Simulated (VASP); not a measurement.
# Cu (I4/mmm) in VASP: notebook

Cu is run at these levels: PBE; tasks: single point.

Program: VASP 6.6.1. These are calculated values, not measurements. Logs are shortened: lines on timing, memory, paths and dates and some standing lists are left out, and cuts for length are marked.

## Step 1: The cell of the first run

It takes space group I4/mmm (No. 139, tetragonal). Conventional cell: a = 2.897 Å, b = 2.897 Å, c = 2.718 Å, α = 90.00°, β = 90.00°, γ = 90.00°. Cu (site symmetry 4/mmm) has 14 Cu at 2.46 to 2.90 Å within 3.2 Å.

## Step 2: Single point, PBE

Input file INCAR:

```
PREC = Accurate
ENCUT = 520
EDIFF = 1E-6
ISMEAR = 0
SIGMA = 0.15
LREAL = F
LASPH = T
NELM = 60
ALGO = Normal
ISIF = 2
LWAVE = F
LCHARG = F
GGA = PE
NBANDS = 12
```

Input file KPOINTS:

```
regular mesh
0
Gamma
  22 22 22
```

Input file POSCAR:

```
Cu
1.0
   -1.4487000000      1.4487000000      1.3589500000
    1.4487000000     -1.4487000000      1.3589500000
    1.4487000000      1.4487000000     -1.3589500000
Cu
1
Direct
    0.0000000000      0.0000000000      0.0000000000
```

Potentials or basis: VASP PAW PBE potentials, release 64 (Cu).

The run is started by

```bash
$ cat potpaw_PBE.64/Cu/POTCAR > POTCAR
$ mpirun -np 1 vasp_std > vasp.out
```

OUTCAR:

```text
PREC = Accurate
   ENCUT = 520
   EDIFF = 1E-6
   ISMEAR = 0
   LREAL = F
   LASPH = T
   NELM = 60
   ISIF = 2
   GGA = PE

 ion  position               nearest neighbor table
   1  0.000  0.000  0.000-

  LATTYP: Found a body centered tetragonal cell.
 ALAT       =     2.8974000000
 C/A-ratio  =     0.9380479050

  Lattice vectors:

 A1 = (  -1.4487000000,   1.4487000000,   1.3589500000)
 A2 = (   1.4487000000,  -1.4487000000,   1.3589500000)
 A3 = (   1.4487000000,   1.4487000000,  -1.3589500000)

Analysis of symmetry for initial positions (statically):
=====================================================================
 Subroutine PRICEL returns:
 Original cell was already a primitive cell.

 Routine SETGRP: Setting up the symmetry group for a
 body centered tetragonal supercell.

 Subroutine GETGRP returns: Found 16 space group operations
 (whereof 16 operations were pure point group operations)
 out of a pool of 16 trial point group operations.

The static configuration has the point symmetry D_4h.

Analysis of symmetry for dynamics (positions and initial velocities):
=====================================================================
 Subroutine PRICEL returns:
 Original cell was already a primitive cell.

 Routine SETGRP: Setting up the symmetry group for a
 body centered tetragonal supercell.

 Subroutine GETGRP returns: Found 16 space group operations
 (whereof 16 operations were pure point group operations)
 out of a pool of 16 trial point group operations.

The dynamic configuration has the point symmetry D_4h.

 Subroutine INISYM returns: Found 16 space group operations
 (whereof 16 operations are pure point group operations),
 and found     1 'primitive' translations

----------------------------------------------------------------------------------------

                                     Primitive cell

  volume of cell :      11.4083

  direct lattice vectors                    reciprocal lattice vectors
    -1.448700000  1.448700000  1.358950000     0.000000000  0.345137019  0.367931123
     1.448700000 -1.448700000  1.358950000     0.345137019  0.000000000  0.367931123
     1.448700000  1.448700000 -1.358950000     0.345137019  0.345137019  0.000000000

  length of vectors
     2.458497200  2.458497200  2.458497200     0.504472867  0.504472867  0.488097454

  position of ions in fractional coordinates (direct lattice)
     0.000000000  0.000000000  0.000000000

  ion indices of the primitive-cell ions
   primitive index   ion index
                 1           1

----------------------------------------------------------------------------------------

 KPOINTS: regular mesh

Automatic generation of k-mesh.
 Grid dimensions read from file:
 generate k-points for:   22   22   22

 Generating k-lattice:

  Cartesian coordinates                     Fractional coordinates (reciprocal lattice)
     0.000000000  0.015688046  0.016724142     0.045454545 -0.000000000  0.000000000
     0.015688046  0.000000000  0.016724142    -0.000000000  0.045454545  0.000000000
     0.015688046  0.015688046  0.000000000     0.000000000  0.000000000  0.045454545

  Length of vectors
     0.022930585  0.022930585  0.022186248

  Shift w.r.t. Gamma in fractional coordinates (k-lattice)
     0.000000000  0.000000000  0.000000000

 Subroutine IBZKPT returns following result:
 ===========================================

 Found    834 irreducible k-points:

 Following reciprocal coordinates:
            Coordinates               Weight
  0.000000  0.000000  0.000000      1.000000
  0.045455 -0.000000  0.000000      8.000000
  0.090909 -0.000000  0.000000      8.000000
  0.136364 -0.000000  0.000000      8.000000
  0.181818  0.000000 -0.000000      8.000000
  0.227273 -0.000000  0.000000      8.000000
[... 16 lines left out ...]
  0.500000  0.045455  0.000000     16.000000
 -0.454545  0.045455 -0.000000     16.000000
 [... further k-points ...]
   k-points           NKPTS =    834   k-points in BZ     NKDIM =    834   number of bands    NBANDS=     12
   number of dos      NEDOS =    301   number of ions     NIONS =      1
   total plane-waves  NPLWV =   5832
   dimension x,y,z NGX =    18 NGY =   18 NGZ =   18
   dimension x,y,z NGXF=    36 NGYF=   36 NGZF=   36
   ions per type =               1
   NGX,Y,Z   is equivalent  to a cutoff of  12.17, 12.17, 12.17 a.u.
   NGXF,Y,Z  is equivalent  to a cutoff of  24.34, 24.34, 24.34 a.u.
 SYSTEM =  unknown system
   PREC   = accura    normal or accurate (medium, high low for compatibility)
   ISTART =      0    job   : 0-new  1-cont  2-samecut
   ICHARG =      2    charge: 1-file 2-atom 10-const
   ISPIN  =      1    spin polarized calculation?
   LNONCOLLINEAR =      F non collinear calculations
   LSORBIT =      F    spin-orbit coupling
   LASPH  =      T    aspherical Exc in radial PAW
   ENCUT  =  520.0 eV  38.22 Ry    6.18 a.u.   4.57  4.57  4.57*2*pi/ulx,y,z
   NELM   =     60;   NELMIN=  2; NELMDL= -5     # of ELM steps
   EDIFF  = 0.1E-05   stopping-criterion for ELM
   LREAL  =      F    real-space projection
   EDIFFG = 0.1E-04   stopping-criterion for IOM
   NSW    =      0    number of steps for IOM
   IBRION =     -1    ionic relax: 0-MD 1-quasi-New 2-CG
   NFREE  =      0    steps in history (QN), initial steepest desc. (CG)
   ISIF   =      2    stress and relaxation
   ISYM   =      2    0-nonsym 1-usesym 2-fastsym
   POTIM  = 0.5000    time-step for ionic-motion
   TEBEG  =    0.0;   TEEND  =   0.0 temperature during run
   PSTRESS=    0.0 pullay stress
   NELECT =      11.0000    total number of electrons
   NUPDOWN=      -1.0000    fix difference up-down
   EMIN   =  10.00;   EMAX   =-10.00  energy-range for DOS
   EFERMI =   0.00;   METHOD = LEGACY
   ISMEAR =     0;   SIGMA  =   0.15  broadening in eV -4-tet -1-fermi 0-gaus
   EFERMI_NEDOS =   21; number of points for ismear=-14 and -15
   IALGO  =     38    algorithm
   IMIX   =      4    mixing-type and parameters
     AMIX     =   0.40;   BMIX     =  1.00
     AMIX_MAG =   1.60;   BMIX_MAG =  1.00
  volume/ion in A,a.u.               =      11.41        76.99
  Fermi-wavevector in a.u.,A,eV,Ry     =   1.617331  3.056313 35.589573  2.615760
  Thomas-Fermi vector in A             =   2.711773
   LORBIT       =      0    0 simple, 1 ext, 2 COOP (PROOUT), +10 PAW based schemes
   GGA     = PE    functional components
   LHFCALC =     F    Hartree Fock is set to
   AEXX    =    0.0000 exact exchange contribution
   IVDW    =     0    specifies the selected vdW correction
   LEPSILON=     F    determine dielectric tensor
   LRPA    =     F    only Hartree local field effects (RPA)
 non-spin polarized calculation
 Gauss-broadening in eV      SIGMA  =   0.15
  energy-cutoff  :      520.00
  volume of cell :       11.41
 maximum number of plane-waves:       323
   NGX =  9   NGY =  9   NGZ =  9

 number of electron      11.0000009 magnetization

 Free energy of the ion-electron system (eV)
  ---------------------------------------------------
  ext. energy  EPLUGINS =         0.00000000
  ---------------------------------------------------
  free energy    TOTEN  =        -3.67657896 eV

  energy without entropy =       -3.67225018  energy(sigma->0) =       -3.67441457

 E-fermi :   8.0356     XC(G=0): -12.9292

 val. band max:        8.0309948510   @ k =   0.4091   0.0909   0.0000
 cond. band min:       8.0362153682   @ k =   0.5000   0.1818   0.1364
 fundamental gap:      0.0052205172
 Fermi energy:         8.0355540444

 k-point     1 :       0.0000    0.0000    0.0000
  band No.  band energies     occupation
      1      -1.5897      2.00000
      2       4.6404      2.00000
      3       4.9085      2.00000
      4       4.9085      2.00000
      5       5.7078      2.00000
      6       5.9922      2.00000
      7      32.7135      0.00000
      8      32.7135      0.00000
      9      34.4791      0.00000
     10      36.8724      0.00000
     11      37.0601      0.00000
     12      37.0641      0.00000

 k-point     2 :       0.0455   -0.0000    0.0000
  band No.  band energies     occupation
      1      -1.5059      2.00000
      2       4.6489      2.00000
      3       4.9059      2.00000
      4       4.9152      2.00000
      5       5.7094      2.00000
      6       5.9790      2.00000
      7      32.2829      0.00000
      8      32.4784      0.00000
      9      33.7290      0.00000
     10      35.8182      0.00000
     11      36.1198      0.00000
     12      36.5357      0.00000

 k-point     3 :       0.0909   -0.0000    0.0000
  band No.  band energies     occupation
      1      -1.2565      2.00000
      2       4.6487      2.00000
      3       4.8951      2.00000
      4       4.9609      2.00000
      5       5.7147      2.00000
      6       5.9454      2.00000
      7      30.8286      0.00000
      8      31.9130      0.00000
      9      32.2223      0.00000
     10      34.3498      0.00000
     11      35.2462      0.00000
     12      36.2733      0.00000
[... 286 lines left out ...]
 k-point    23 :       0.5000    0.0455    0.0000
  band No.  band energies     occupation
      1       2.8376      2.00000
      2       3.9700      2.00000
      3       5.8243      2.00000
      4       6.0237      2.00000
      5       6.4698      2.00000
      6       7.6987      1.99850
      7      13.0261      0.00000
      8      24.4880      0.00000
      9      25.3889      0.00000
     10      29.8868      0.00000
     11      32.9492      0.00000
     12      42.0618      0.00000

 k-point    24 :      -0.4545    0.0455   -0.0000
  band No.  band energies     occupation
      1       2.7744      2.00000
      2       4.0021      2.00000
      3       5.8380      2.00000
      4       5.9141      2.00000
      5       6.3087      2.00000
      6       7.0867      2.00000
      7      14.1775      0.00000
      8      24.6255      0.00000
      9      25.6515      0.00000
     10      29.9890      0.00000
     11      33.0317      0.00000
     12      42.4092      0.00000

 [... further k-points ...]

------------------------ aborting loop because EDIFF is reached ----------------------------------------

  FORCE on cell =-STRESS in cart. coord.  units (eV):
  Direction    XX          YY          ZZ          XY          YZ          ZX
  --------------------------------------------------------------------------------------
  -------------------------------------------------------------------------------------
  Total        0.6111057      0.6111057      0.6317412      0.0000000      0.0000000      0.0000000
  in kB       85.8235637     85.8235637     88.7216074      0.0000000      0.0000000      0.0000000
  external PRESSURE =      86.7895783 kB  Pullay stress =       0.0000000 kB

 VOLUME and BASIS-vectors are now :
 -----------------------------------------------------------------------------
  energy-cutoff  :      520.00
  volume of cell :       11.41
      direct lattice vectors                 reciprocal lattice vectors
    -1.448700000  1.448700000  1.358950000     0.000000000  0.345137019  0.367931123
     1.448700000 -1.448700000  1.358950000     0.345137019  0.000000000  0.367931123
     1.448700000  1.448700000 -1.358950000     0.345137019  0.345137019  0.000000000

 POSITION                                       TOTAL-FORCE (eV/Angst)
 -----------------------------------------------------------------------------------
      0.00000      0.00000      0.00000         0.000000      0.000000      0.000000
 -----------------------------------------------------------------------------------
    total drift:                                0.000000      0.000000      0.000000

  FREE ENERGIE OF THE ION-ELECTRON SYSTEM (eV)
  ---------------------------------------------------
  free  energy   TOTEN  =        -3.6765789601 eV

  energy  without entropy=       -3.6722501770  energy(sigma->0) =       -3.67441457
```

Run time: 1.9 min. Hardware: 1 thread of Intel Xeon 8259CL, shared host; peak memory 0.21 GiB.

Results:

| Property | Result |
| --- | --- |
| Free energy | -3.6766 eV |
| Pressure | 8.7 GPa |
| Band gap on the k mesh | zero (an odd number of electrons rules out a gap without spin polarisation) |

Stress tensor (GPa, compression positive):
```
8.58 0.00 0.00
0.00 8.58 0.00
0.00 0.00 8.87
```

Levels at points of the mesh, in eV from the Fermi level:
| k point | band 4 | band 5 | band 6 | band 7 | band 8 | band 9 |
| --- | --- | --- | --- | --- | --- | --- |
| (0.00, 0.00, 0.00) | -3.13 | -2.33 | -2.04 | 24.68 | 24.68 | 26.44 |
| (0.50, 0.00, 0.00) | -1.93 | -1.39 | -0.50 | 4.79 | 17.25 | 17.38 |
| (0.50, 0.50, 0.00) | -2.12 | -1.42 | -1.01 | 4.07 | 18.94 | 19.33 |
| (0.50, 0.50, 0.50) | -1.59 | -1.53 | 7.54 | 7.54 | 10.06 | 13.21 |

Caveat: the cell stands under pressure.

## Step 3: Single point, PBE

This run uses another cell than the first one, of 11.37 Å³/atom.

Input file INCAR:

```
SYSTEM = Cu
ALGO = Normal
EDIFF = 1E-6
ENCUT = 520
GGA = PE
ISIF = 2
ISMEAR = 0
LASPH = .TRUE.
LCHARG = .FALSE.
LREAL = .FALSE.
LWAVE = .FALSE.
NBANDS = 12
NELM = 100
PREC = Accurate
SIGMA = 0.15
```

Input file KPOINTS:

```
k-points
0
G
  22 22 22
  0 0 0
```

Input file POSCAR:

```
Cu
1.0
   -1.3996000000      1.3996000000      1.4511000000
    1.3996000000     -1.3996000000      1.4511000000
    1.3996000000      1.3996000000     -1.4511000000
Cu
1
Direct
    0.0000000000      0.0000000000      0.0000000000
```

Potentials or basis: VASP PAW PBE potentials, release 64 (Cu).

The run is started by

```bash
$ cat potpaw_PBE.64/Cu/POTCAR > POTCAR
$ mpirun -np 1 vasp_std > vasp.out
```

It took 2.1 min on 1 thread of Intel Xeon 8259CL, shared host; peak memory 0.22 GiB.

The run converged. Its results:

| Property | Result |
| --- | --- |
| Free energy | -3.6744 eV |
| Pressure | 9.2 GPa |
| Band gap on the k mesh | zero (an odd number of electrons rules out a gap without spin polarisation) |

Stress tensor (GPa, compression positive):
```
8.96 0.00 0.00
0.00 8.96 0.00
0.00 0.00 9.60
```

Levels at points of the mesh, in eV from the Fermi level:
```tsv
k point	band 3	band 4	band 5	band 6	band 7	band 8	band 9	band 10
(0.00, 0.00, 0.00)	-3.29	-3.14	-2.25	-2.11	24.90	25.62	25.62	28.74
(0.50, 0.00, 0.00)	-2.30	-2.05	-1.41	-0.79	4.42	18.12	18.39	22.12
(0.50, 0.50, 0.00)	-2.12	-2.01	-1.38	-0.51	4.81	17.19	17.33	21.25
(0.50, 0.50, 0.50)	-1.60	-1.56	-1.56	7.46	8.83	8.83	13.37	14.25
```

Caveat: the cell stands under pressure.

## Step 4: Single point, PBE

Input file INCAR:

```
SYSTEM = Cu
  ALGO = Normal
  EDIFF = 1E-7
  ENCUT = 520
  GGA = PE
  ISIF = 2
  ISMEAR = 0
  LASPH = .True.
  LCHARG = .False.
  LREAL = .False.
  LWAVE = .False.
  NBANDS = 12
  NELM = 100
  PREC = Accurate
  SIGMA = 0.15
```

Input file KPOINTS:

```
k-points
0
Gamma
  22 22 22
  0 0 0
```

Input file POSCAR:

```
Cu
1.0
   -1.4241500000      1.4241500000      1.4050000000
    1.4241500000     -1.4241500000      1.4050000000
    1.4241500000      1.4241500000     -1.4050000000
Cu
1
Direct
    0.0000000000      0.0000000000      0.0000000000
```

The run is started by

```bash
$ cat potpaw_PBE.64/Cu/POTCAR > POTCAR
$ mpirun -np 1 vasp_std > vasp.out
```

It took 2.1 min on 1 thread of Intel Xeon 8259CL, shared host; peak memory 0.21 GiB.

It converged, with:

* Free energy: -3.6755 eV
* Pressure: 8.7 GPa
* Band gap on the k mesh: zero (an odd number of electrons rules out a gap without spin polarisation)

Stress tensor (GPa, compression positive):
```
8.77 0.00 0.00
0.00 8.77 0.00
0.00 0.00 8.56
```

Levels at points of the mesh, in eV from the Fermi level:
```csv
k point,band 2,band 3,band 4,band 5,band 6,band 7,band 8,band 9,band 10,band 11
"(0.00, 0.00, 0.00)",-3.26,-3.21,-3.21,-2.19,-2.13,25.29,25.29,25.61,29.19,29.19
"(0.50, 0.00, 0.00)",-4.00,-2.19,-2.03,-1.39,-0.65,4.59,17.67,17.86,21.68,24.78
"(0.50, 0.50, 0.00)",-3.93,-2.24,-2.06,-1.40,-0.75,4.44,18.02,18.27,22.01,25.09
"(0.50, 0.50, 0.50)",-4.83,-1.57,-1.57,-1.56,8.18,8.18,8.70,13.72,13.97,16.57
```

Caveat: the cell stands under pressure.

(Continued in part 2 of 2.)
